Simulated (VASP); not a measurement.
# Sb2Au (Fm-3m) in VASP: notebook, part 2 of 2

VASP 6.6.1. Earlier steps stand in the parts before.

## 4. Electric field gradients, LDA

This run uses another cell than the first one, of 24.57 Å³/atom, 1.020 times its volume.

INCAR

```
SYSTEM = Sb2Au
  PREC = Accurate
  ENCUT = 520
  EDIFF = 1E-8
  ISMEAR = -1
  SIGMA = 0.08
  LREAL = .FALSE.
  LASPH = .TRUE.
  NELM = 80
  ALGO = Normal
  ISIF = 2
  LWAVE = .FALSE.
  LCHARG = .FALSE.
  LEFG = .TRUE.
  NBANDS = 18
```

KPOINTS

```
regular mesh
0
G
  9 9 9
  0 0 0
```

POSCAR

```
Sb2Au
1.0
    0.0000000000      3.3280000000      3.3280000000
    3.3280000000      0.0000000000      3.3280000000
    3.3280000000      3.3280000000      0.0000000000
Sb Au
2 1
Direct
    0.2500000000      0.2500000000      0.2500000000
    0.7500000000      0.7500000000      0.7500000000
    0.0000000000      0.0000000000      0.0000000000
```

Potentials or basis: VASP PAW LDA potentials, release 64 (Sb, Au).

The run is started by

```bash
$ cat potpaw_LDA.64/Sb/POTCAR potpaw_LDA.64/Au/POTCAR > POTCAR
$ mpirun -np 1 vasp_std > vasp.out
```

OUTCAR:

```text
SYSTEM = Sb2Au
   PREC = Accurate
   ENCUT = 520
   EDIFF = 1E-8
   ISMEAR = -1
   LREAL = .FALSE.
   LASPH = .TRUE.
   NELM = 80
   ISIF = 2

 ion  position               nearest neighbor table
   1  0.250  0.250  0.250-   3 2.88   3 2.88   3 2.88   3 2.88   2 3.33   2 3.33   2 3.33   2 3.33
                             2 3.33   2 3.33
   2  0.750  0.750  0.750-   3 2.88   3 2.88   3 2.88   3 2.88   1 3.33   1 3.33   1 3.33   1 3.33
                             1 3.33   1 3.33
   3  0.000  0.000  0.000-   2 2.88   2 2.88   2 2.88   1 2.88   2 2.88   1 2.88   1 2.88   1 2.88

  LATTYP: Found a face centered cubic cell.
 ALAT       =     6.6560000000

  Lattice vectors:

 A1 = (   0.0000000000,   3.3280000000,   3.3280000000)
 A2 = (   3.3280000000,   0.0000000000,   3.3280000000)
 A3 = (   3.3280000000,   3.3280000000,   0.0000000000)

Analysis of symmetry for initial positions (statically):
=====================================================================
 Subroutine PRICEL returns:
 Original cell was already a primitive cell.

 Routine SETGRP: Setting up the symmetry group for a
 face centered cubic supercell.

 Subroutine GETGRP returns: Found 48 space group operations
 (whereof 48 operations were pure point group operations)
 out of a pool of 48 trial point group operations.

The static configuration has the point symmetry O_h .

Analysis of symmetry for dynamics (positions and initial velocities):
=====================================================================
 Subroutine PRICEL returns:
 Original cell was already a primitive cell.

 Routine SETGRP: Setting up the symmetry group for a
 face centered cubic supercell.

 Subroutine GETGRP returns: Found 48 space group operations
 (whereof 48 operations were pure point group operations)
 out of a pool of 48 trial point group operations.

The dynamic configuration has the point symmetry O_h .

 Subroutine INISYM returns: Found 48 space group operations
 (whereof 48 operations are pure point group operations),
 and found     1 'primitive' translations

----------------------------------------------------------------------------------------

                                     Primitive cell

  volume of cell :      73.7191

  direct lattice vectors                    reciprocal lattice vectors
     0.000000000  3.328000000  3.328000000    -0.150240385  0.150240385  0.150240385
     3.328000000  0.000000000  3.328000000     0.150240385 -0.150240385  0.150240385
     3.328000000  3.328000000  0.000000000     0.150240385  0.150240385 -0.150240385

  length of vectors
     4.706502736  4.706502736  4.706502736     0.260223980  0.260223980  0.260223980

  position of ions in fractional coordinates (direct lattice)
     0.250000000  0.250000000  0.250000000
     0.750000000  0.750000000  0.750000000
     0.000000000  0.000000000  0.000000000

  ion indices of the primitive-cell ions
   primitive index   ion index
                 1           1
                 2           2
                 3           3

----------------------------------------------------------------------------------------

[... 82 lines left out ...]
   EMIN   =  10.00;   EMAX   =-10.00  energy-range for DOS
   EFERMI =   0.00;   METHOD = LEGACY
   ISMEAR =    -1;   SIGMA  =   0.08  broadening in eV -4-tet -1-fermi 0-gaus
   EFERMI_NEDOS =   21; number of points for ismear=-14 and -15
   IALGO  =     38    algorithm
   IMIX   =      4    mixing-type and parameters
     AMIX     =   0.40;   BMIX     =  1.00
     AMIX_MAG =   1.60;   BMIX_MAG =  1.00
  volume/ion in A,a.u.               =      24.57       165.83
  Fermi-wavevector in a.u.,A,eV,Ry     =   1.077179  2.035573 15.787043  1.160315
  Thomas-Fermi vector in A             =   2.213084
   LORBIT       =      0    0 simple, 1 ext, 2 COOP (PROOUT), +10 PAW based schemes
   GGA     = CA    functional components
   LHFCALC =     F    Hartree Fock is set to
   AEXX    =    0.0000 exact exchange contribution
   IVDW    =     0    specifies the selected vdW correction
   LEPSILON=     F    determine dielectric tensor
   LRPA    =     F    only Hartree local field effects (RPA)
 non-spin polarized calculation
  energy-cutoff  :      520.00
  volume of cell :       73.72
 maximum number of plane-waves:      2004
   NGX = 17   NGY = 17   NGZ = 17

 number of electron      20.9999999 magnetization

 Free energy of the ion-electron system (eV)
  ---------------------------------------------------
  ext. energy  EPLUGINS =         0.00000000
  ---------------------------------------------------
  free energy    TOTEN  =       -13.86263151 eV

  energy without entropy =      -13.83809665  energy(sigma->0) =      -13.85036408

 E-fermi :   8.6245     XC(G=0): -10.6510

 val. band max:        8.5568574494   @ k =  -0.1111   0.1111   0.0000
 cond. band min:       8.6571590096   @ k =   0.3333   0.1111   0.0000
 fundamental gap:      0.1003015602
 Fermi energy:         8.6244808910

 k-point     1 :       0.0000    0.0000    0.0000
  band No.  band energies     occupation
      1      -4.3626      2.00000
      2       1.8168      2.00000
      3       2.0048      2.00000
      4       2.0048      2.00000
      5       2.0048      2.00000
      6       3.2996      2.00000
[... 481 lines left out ...]
      5       2.8957      2.00000
      6       3.4095      2.00000
[... 10 lines left out ...]
     17      16.7036      0.00000
     18      16.7037      0.00000

 [... further k-points ...]

------------------------ aborting loop because EDIFF is reached ----------------------------------------

  FORCE on cell =-STRESS in cart. coord.  units (eV):
  Direction    XX          YY          ZZ          XY          YZ          ZX
  --------------------------------------------------------------------------------------
  -------------------------------------------------------------------------------------
  Total        1.4409377      1.4409377      1.4409377     -0.0000000      0.0000000     -0.0000000
  in kB       31.3166893     31.3166893     31.3166893     -0.0000000      0.0000000     -0.0000000
  external PRESSURE =      31.3166893 kB  Pullay stress =       0.0000000 kB

 VOLUME and BASIS-vectors are now :
 -----------------------------------------------------------------------------
  energy-cutoff  :      520.00
  volume of cell :       73.72
      direct lattice vectors                 reciprocal lattice vectors
     0.000000000  3.328000000  3.328000000    -0.150240385  0.150240385  0.150240385
     3.328000000  0.000000000  3.328000000     0.150240385 -0.150240385  0.150240385
     3.328000000  3.328000000  0.000000000     0.150240385  0.150240385 -0.150240385

 POSITION                                       TOTAL-FORCE (eV/Angst)
 -----------------------------------------------------------------------------------
      1.66400      1.66400      1.66400        -0.000000     -0.000000     -0.000000
      4.99200      4.99200      4.99200         0.000000      0.000000      0.000000
      0.00000      0.00000      0.00000        -0.000000     -0.000000     -0.000000
 -----------------------------------------------------------------------------------
    total drift:                               -0.000000      0.000000      0.000000

  FREE ENERGIE OF THE ION-ELECTRON SYSTEM (eV)
  ---------------------------------------------------
  free  energy   TOTEN  =       -13.8626315142 eV

  energy  without entropy=      -13.8380966527  energy(sigma->0) =      -13.85036408

 Electric field gradients (V/A^2)
---------------------------------------------------------------------
 ion       V_xx      V_yy      V_zz      V_xy      V_xz      V_yz
---------------------------------------------------------------------
   1       0.000    -0.000    -0.000     0.000     0.000     0.000
   2       0.000    -0.000    -0.000     0.000     0.000     0.000
   3       0.000    -0.000    -0.000     0.001     0.001     0.001
---------------------------------------------------------------------

 Electric field gradients after diagonalization (V/A^2)
 (convention: |V_zz| > |V_xx| > |V_yy|)
----------------------------------------------------------------------
 ion       V_xx      V_yy      V_zz     asymmetry (V_yy - V_xx)/ V_zz
----------------------------------------------------------------------
   1      -0.000    -0.000     0.000       0.000
   2      -0.000    -0.000     0.000       0.000
   3      -0.001    -0.001     0.001       0.000
----------------------------------------------------------------------

           NMR quadrupolar parameters

 Cq : quadrupolar parameter    Cq=e*Q*V_zz/h
 eta: asymmetry parameters     (V_yy - V_xx)/ V_zz
 Q  : nuclear electric quadrupole moment in mb (millibarn)
----------------------------------------------------------------------
 ion       Cq(MHz)       eta       Q (mb)
----------------------------------------------------------------------
   1       0.000       0.000       1.000
   2       0.000       0.000       1.000
   3       0.000       0.000       1.000
----------------------------------------------------------------------
```

stdout:

```text
POSCAR found type information on POSCAR SbAu
 POSCAR found :  2 types and       3 ions
 scaLAPACK will be used
 LDA part: xc-table for (Slater(with rela. corr.)+CA(PZ))
 , standard interpolation
 POSCAR, INCAR and KPOINTS ok, starting setup
 FFT: planning ... GRIDC
 FFT: planning ... GRID_SOFT
 FFT: planning ... GRID
 WAVECAR not read
 entering main loop
ion   1

ion   2

ion   3
```

Wall time 17 s (1 thread of Intel Xeon 6975P-C (Granite Rapids), shared host); peak memory 0.2 GiB.

Results:

```yaml
Free_energy: -13.8626 eV
Pressure: 3.1 GPa
```

Levels at points of the mesh, in eV from the Fermi level:
```
           k point  band 7  band 8  band 9  band 10  band 11  band 12  band 13  band 14
(0.00, 0.00, 0.00)   -5.32   -0.23   -0.23    -0.23     0.59     0.59     0.59     1.57
```

Caveat: without QUAD_EFG the Cq values of the log hold for a quadrupole moment of 1 mb, not for the nuclei; spin-orbit coupling is left out, which moves the levels of the heavy elements.

## 5. Electric field gradients, LDA (volume scaled by 1.01)

INCAR

```
PREC = Accurate
ENCUT = 520
EDIFF = 1E-8
ISMEAR = -1
SIGMA = 0.08
LREAL = F
LASPH = T
NELM = 100
ALGO = Normal
ISIF = 2
LWAVE = F
LCHARG = F
GGA = CA
LEFG = T
NBANDS = 18
```

KPOINTS

```
regular mesh
0
Gamma
  9 9 9
```

POSCAR

```
Sb2Au
1.0
    0.0000000000      3.3390565596      3.3390565596
    3.3390565596      0.0000000000      3.3390565596
    3.3390565596      3.3390565596      0.0000000000
Sb Au
2 1
Direct
    0.2500000000      0.2500000000      0.2500000000
    0.7500000000      0.7500000000      0.7500000000
    0.0000000000      0.0000000000      0.0000000000
```

Potentials or basis: VASP PAW LDA potentials, release 64 (Sb, Au).

The run is started by

```bash
$ cat potpaw_LDA.64/Sb/POTCAR potpaw_LDA.64/Au/POTCAR > POTCAR
$ mpirun -np 1 vasp_std > vasp.out
```

OUTCAR:

```text
PREC = Accurate
   ENCUT = 520
   EDIFF = 1E-8
   ISMEAR = -1
   LREAL = F
   LASPH = T
   NELM = 100
   ISIF = 2
   GGA = CA

 ion  position               nearest neighbor table
   1  0.250  0.250  0.250-   3 2.89   3 2.89   3 2.89   3 2.89   2 3.34   2 3.34   2 3.34   2 3.34
                             2 3.34   2 3.34
   2  0.750  0.750  0.750-   3 2.89   3 2.89   3 2.89   3 2.89   1 3.34   1 3.34   1 3.34   1 3.34
                             1 3.34   1 3.34
   3  0.000  0.000  0.000-   1 2.89   2 2.89   2 2.89   2 2.89   2 2.89   1 2.89   1 2.89   1 2.89

  LATTYP: Found a face centered cubic cell.
 ALAT       =     6.6781131192

  Lattice vectors:

[... 726 lines left out ...]
---------------------------------------------------------------------
 ion       V_xx      V_yy      V_zz      V_xy      V_xz      V_yz
---------------------------------------------------------------------
   1       0.000    -0.000    -0.000     0.000     0.000     0.000
   2      -0.000    -0.000    -0.000     0.000     0.000     0.000
   3       0.000     0.000    -0.000     0.001     0.001     0.001
---------------------------------------------------------------------

 Electric field gradients after diagonalization (V/A^2)
 (convention: |V_zz| > |V_xx| > |V_yy|)
----------------------------------------------------------------------
 ion       V_xx      V_yy      V_zz     asymmetry (V_yy - V_xx)/ V_zz
----------------------------------------------------------------------
   1      -0.000    -0.000     0.000       0.000
   2      -0.000    -0.000     0.000       0.000
   3      -0.001    -0.001     0.001       0.000
----------------------------------------------------------------------

           NMR quadrupolar parameters

 Cq : quadrupolar parameter    Cq=e*Q*V_zz/h
 eta: asymmetry parameters     (V_yy - V_xx)/ V_zz
 Q  : nuclear electric quadrupole moment in mb (millibarn)
----------------------------------------------------------------------
 ion       Cq(MHz)       eta       Q (mb)
----------------------------------------------------------------------
   1       0.000       0.000       1.000
   2       0.000       0.000       1.000
   3       0.000       0.000       1.000
----------------------------------------------------------------------
```

Run time: 16 s. Hardware: 1 thread of Intel Xeon 6975P-C (Granite Rapids), shared host; peak memory 0.19 GiB.

Results:

```yaml
Free_energy: -13.8748 eV
Pressure: 2.1 GPa
```

Caveat: the cell differs from its parent crystal (volume scaled by 1.01); without QUAD_EFG the Cq values of the log hold for a quadrupole moment of 1 mb, not for the nuclei; spin-orbit coupling is left out, which moves the levels of the heavy elements.

## 6. Summary

| cell | gap on the mesh (eV) | pressure (GPa) |
| --- | --- | --- |
| a = 4.675 Å, angles 60.0°, 3 atoms | none | 5.4 |
| a = 4.707 Å, angles 60.0°, 3 atoms | none | 3.1 |
| a = 4.722 Å, angles 60.0°, 3 atoms | none | 2.1 |

Alike in all rows: task electric field gradients; level LDA; potentials or basis VASP PAW LDA potentials, release 64 (Sb, Au); no spin polarisation; k mesh 9 × 9 × 9; cutoff (eV) 520; smearing fermi-dirac 0.08 eV.

Caveats: spin-orbit coupling is left out, which moves the levels of the heavy elements.

Absolute energies hang on the potentials; compare differences alone.
